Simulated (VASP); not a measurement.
# Sn2PbO3 (Pmmn) in VASP: notebook, part 2 of 2

VASP 6.6.1. The steps go on from the part before.

### Step 3. Single point, PBE

This run uses another cell than the first one, of 19.72 Å³/atom.

INCAR reads:

```
SYSTEM = Sn2PbO3
PREC = Accurate
ENCUT = 520
EDIFF = 1E-7
ISMEAR = 0
SIGMA = 0.1
LREAL = .False.
LASPH = .True.
NELM = 60
ALGO = Normal
ISIF = 2
LWAVE = .False.
LCHARG = .True.
GGA = PE
LELF = .True.
LVHAR = .True.
NBANDS = 72
```

KPOINTS reads:

```
Automatic mesh
0
Gamma
  4 2 4
  0 0 0
```

POSCAR reads:

```
Sn2PbO3
1.0
    3.9211087382      0.0000000000      0.0000000000
    0.0000000000     11.7626896913      0.0000000000
    0.0000000000      0.0000000000      5.1309907568
Sn Pb O
4 2 6
Direct
    0.0000000000      0.8345838864      0.2147639167
    0.0000000000      0.1654161136      0.2147639167
    0.5000000000      0.3345838864      0.7852360833
    0.5000000000      0.6654161136      0.7852360833
    0.0000000000      0.5000000000      0.2550225135
    0.5000000000      0.0000000000      0.7449774865
    0.0000000000      0.3282491446     -0.0011312918
    0.0000000000      0.6717508554     -0.0011312918
    0.0000000000      0.0000000000      0.0013210688
    0.5000000000      0.5000000000     -0.0013210688
    0.5000000000      0.8282491446      0.0011312918
    0.5000000000      0.1717508554      0.0011312918
```

Potentials or basis: VASP PAW PBE potentials, release 64 (Sn_d, Pb_d, O).

Command:

```sh
cat potpaw_PBE.64/Sn_d/POTCAR potpaw_PBE.64/Pb_d/POTCAR potpaw_PBE.64/O/POTCAR > POTCAR
mpirun -np 1 vasp_std > vasp.out
```

OUTCAR:

```text
SYSTEM = Sn2PbO3
   PREC = Accurate
   ENCUT = 520
   EDIFF = 1E-7
   ISMEAR = 0
   LREAL = .False.
   LASPH = .True.
   NELM = 60
   ISIF = 2
   GGA = PE

 ion  position               nearest neighbor table
   1  0.000  0.835  0.215-   8 2.21   9 2.23  11 2.25  11 2.25   4 3.56   4 3.56   6 3.67   6 3.67
                             6 3.88   6 3.88   5 3.94
   2  0.000  0.165  0.215-   7 2.21   9 2.23  12 2.25  12 2.25   3 3.56   3 3.56   6 3.67   6 3.67
                             6 3.88   6 3.88   5 3.94
   3  0.500  0.335  0.785-  12 2.21  10 2.23   7 2.25   7 2.25   2 3.56   2 3.56   5 3.67   5 3.67
                             5 3.88   5 3.88   6 3.94
   4  0.500  0.665  0.785-  11 2.21  10 2.23   8 2.25   8 2.25   1 3.56   1 3.56   5 3.67   5 3.67
                             5 3.88   5 3.88   6 3.94
   5  0.000  0.500  0.255-  10 2.36  10 2.36   7 2.41   8 2.41   3 3.67   3 3.67   4 3.67   4 3.67
                             4 3.88   4 3.88   3 3.88   3 3.88   1 3.94   2 3.94
   6  0.500  0.000  0.745-   9 2.36   9 2.36  12 2.41  11 2.41   1 3.67   1 3.67   2 3.67   2 3.67
                             2 3.88   1 3.88   1 3.88   2 3.88   3 3.94   4 3.94
   7  0.000  0.328  0.999-   2 2.21   3 2.25   3 2.25   5 2.41
   8  0.000  0.672  0.999-   1 2.21   4 2.25   4 2.25   5 2.41
   9  0.000  0.000  0.001-   1 2.23   2 2.23   6 2.36   6 2.36
  10  0.500  0.500  0.999-   3 2.23   4 2.23   5 2.36   5 2.36
  11  0.500  0.828  0.001-   4 2.21   1 2.25   1 2.25   6 2.41
  12  0.500  0.172  0.001-   3 2.21   2 2.25   2 2.25   6 2.41

  LATTYP: Found a simple orthorhombic cell.
 ALAT       =     3.9211087382
 B/A-ratio  =     1.3085560997
 C/A-ratio  =     2.9998376675

  Lattice vectors:

 A1 = (  -3.9211087382,   0.0000000000,   0.0000000000)
 A2 = (   0.0000000000,   0.0000000000,   5.1309907568)
 A3 = (   0.0000000000,  11.7626896913,   0.0000000000)

Analysis of symmetry for initial positions (statically):
=====================================================================
 Subroutine PRICEL returns:
 Original cell was already a primitive cell.

 Routine SETGRP: Setting up the symmetry group for a
 simple orthorhombic supercell.

 Subroutine GETGRP returns: Found  8 space group operations
[... 167 lines left out ...]
 maximum number of plane-waves:      6406
 NGX is ok and might be reduce to    30
   NGX = 15   NGY = 43   NGZ = 19

 number of electron     119.9999979 magnetization

 Free energy of the ion-electron system (eV)
  ---------------------------------------------------
  ext. energy  EPLUGINS =         0.00000000
  ---------------------------------------------------
  free energy    TOTEN  =       -67.13222291 eV

  energy without entropy =      -67.13222291  energy(sigma->0) =      -67.13222291

 E-fermi :   5.9490     XC(G=0):  -9.6986

 val. band max:        5.5316554601   @ k =   0.0000   0.0000   0.0000
 cond. band min:       6.3702544704   @ k =   0.5000   0.5000   0.0000
 fundamental gap:      0.8385990103
 Fermi energy:         5.9490122237

 k-point     1 :       0.0000    0.0000    0.0000
  band No.  band energies     occupation
      1     -15.7561      2.00000
      2     -15.7293      2.00000
      3     -15.6683      2.00000
      4     -15.5674      2.00000
      5     -15.5294      2.00000
      6     -15.4493      2.00000
[... 1339 lines left out ...]
     71      10.5467      0.00000
     72      10.5467      0.00000

------------------------ aborting loop because EDIFF is reached ----------------------------------------

  FORCE on cell =-STRESS in cart. coord.  units (eV):
  Direction    XX          YY          ZZ          XY          YZ          ZX
  --------------------------------------------------------------------------------------
  -------------------------------------------------------------------------------------
  Total        0.5527852      0.2825771      0.7621075      0.0000000      0.0000000      0.0000000
  in kB        3.7424000      1.9130700      5.1595289      0.0000000      0.0000000      0.0000000
  external PRESSURE =       3.6049996 kB  Pullay stress =       0.0000000 kB

 VOLUME and BASIS-vectors are now :
 -----------------------------------------------------------------------------
  energy-cutoff  :      520.00
  volume of cell :      236.66
      direct lattice vectors                 reciprocal lattice vectors
     3.921108738  0.000000000  0.000000000     0.255029908  0.000000000  0.000000000
     0.000000000 11.762689691  0.000000000     0.000000000  0.085014569  0.000000000
     0.000000000  0.000000000  5.130990757     0.000000000  0.000000000  0.194894134

 POSITION                                       TOTAL-FORCE (eV/Angst)
 -----------------------------------------------------------------------------------
      0.00000      9.81695      1.10195         0.000000      0.023839      0.068648
      0.00000      1.94574      1.10195         0.000000     -0.023839      0.068648
      1.96055      3.93561      4.02904         0.000000      0.023839     -0.068648
      1.96055      7.82708      4.02904         0.000000     -0.023839     -0.068648
      0.00000      5.88134      1.30852         0.000000      0.000000      0.077583
      1.96055      0.00000      3.82247         0.000000      0.000000     -0.077583
      0.00000      3.86109      5.12519        -0.000000     -0.024197      0.017058
      0.00000      7.90160      5.12519        -0.000000      0.024197      0.017058
      0.00000      0.00000      0.00678         0.000000      0.000000     -0.046987
      1.96055      5.88134      5.12421         0.000000      0.000000      0.046987
      1.96055      9.74244      0.00580         0.000000     -0.024197     -0.017058
      1.96055      2.02025      0.00580         0.000000      0.024197     -0.017058
 -----------------------------------------------------------------------------------
    total drift:                                0.000000      0.000000     -0.000000

  FREE ENERGIE OF THE ION-ELECTRON SYSTEM (eV)
  ---------------------------------------------------
  free  energy   TOTEN  =       -67.1322229135 eV

  energy  without entropy=      -67.1322229134  energy(sigma->0) =      -67.13222291
```

OSZICAR:

```text
N       E                     dE             d eps       ncg     rms          rms(c)
DAV:   1     0.178190375976E+04    0.17819E+04   -0.55069E+04  2824   0.233E+03
[... 11 lines left out ...]
DAV:  13    -0.671322363996E+02    0.23498E-04   -0.36159E-04  3480   0.139E-01    0.564E-02
DAV:  14    -0.671322303208E+02    0.60789E-05   -0.50497E-05  3296   0.402E-02    0.342E-02
DAV:  15    -0.671322222356E+02    0.80852E-05   -0.60912E-05  3880   0.442E-02    0.525E-03
DAV:  16    -0.671322223330E+02   -0.97471E-07   -0.74328E-06  3728   0.203E-02    0.456E-03
DAV:  17    -0.671322223482E+02   -0.15199E-07   -0.34681E-06  3592   0.154E-02    0.332E-03
DAV:  18    -0.671322229687E+02   -0.62041E-06   -0.57420E-07  2848   0.360E-03    0.168E-03
DAV:  19    -0.671322229135E+02    0.55177E-07   -0.91761E-08  1752   0.327E-03
   1 F= -.67132223E+02 E0= -.67132223E+02  d E =-.121452E-09
```

Run time: 8.4 min. Hardware: 1 thread of Intel Xeon Platinum 8259CL at 2.50GHz (Skylake/Cascade Lake), shared host; peak memory 0.48 GiB.

What came out:

| Quantity | Value |
| --- | --- |
| Free energy | -67.1322 eV |
| Pressure | 0.4 GPa |
| Largest force | 0.078 eV/Å |
| Band gap on the k mesh | 0.84 eV (least direct gap 2.01 eV) |

Forces on the atoms (eV/Å):
```
Sn   0.000  0.024  0.069
Sn   0.000 -0.024  0.069
Sn   0.000  0.024 -0.069
Sn   0.000 -0.024 -0.069
Pb   0.000  0.000  0.078
Pb   0.000  0.000 -0.078
O    0.000 -0.024  0.017
O    0.000  0.024  0.017
O    0.000  0.000 -0.047
O    0.000  0.000  0.047
O    0.000 -0.024 -0.017
O    0.000  0.024 -0.017
```

Levels at points of the mesh, in eV from the valence-band top:
```
           k point  band 57  band 58  band 59  band 60  band 61  band 62  band 63  band 64
(0.00, 0.00, 0.00)    -2.40    -1.13    -0.51     0.00     2.01     2.97     2.97     3.40
(0.50, 0.00, 0.00)    -1.74    -1.74    -1.46    -1.46     1.49     1.49     1.63     1.63
(0.00, 0.50, 0.00)    -2.08    -2.08    -0.04    -0.04     2.71     2.71     3.13     3.13
(0.50, 0.50, 0.00)    -1.75    -1.75    -1.43    -1.43     0.84     0.84     2.59     2.59
(0.00, 0.00, 0.50)    -1.65    -1.27    -1.12    -1.11     1.75     1.82     2.17     2.95
(0.50, 0.00, 0.50)    -1.51    -1.51    -1.11    -1.11     2.56     2.56     2.91     2.91
(0.00, 0.50, 0.50)    -1.50    -1.50    -1.11    -1.11     2.23     2.23     2.31     2.31
(0.50, 0.50, 0.50)    -1.43    -1.43    -1.14    -1.14     2.62     2.62     2.80     2.80
```

Caveat: spin-orbit coupling is left out, which moves the levels of the heavy elements.
